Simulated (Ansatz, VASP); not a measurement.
## One calculation of Pt, two programs

```
Pt
1.0
     0.00000    2.03182    2.03182
     2.03182    0.00000    2.03182
     2.03182    2.03182    0.00000
Pt
1
Direct
  0.00000 0.00000 0.00000
```

Alike in both runs: functional LDA; k mesh 18 × 18 × 18; occupations fermi-dirac, width 0.05 eV; no spin polarisation.

Ansatz relaxed the structure, and its values are those at the end. VASP's run is a single point on that final structure, the one shown.

|  | VASP | Ansatz |
| --- | --- | --- |
| version | VASP 6.6.1 | Ansatz 0.2.0 |
| potentials or method | VASP PAW LDA potentials, release 64 (Pt), cutoff 520 eV | all-electron LAPW, non-relativistic |

```csv
,VASP,Ansatz,Ansatz less VASP
pressure (GPa),-27.3,0.0,+27.35
```

LDA's correlation is that of Perdew and Zunger in VASP and of Perdew and Wang (1992) in Ansatz. One of these differences is far larger than is usual between the two programs; its cause wasn't traced. Ansatz ran all-electron here, and VASP with PAW potentials.

Neither program's run includes spin-orbit coupling.
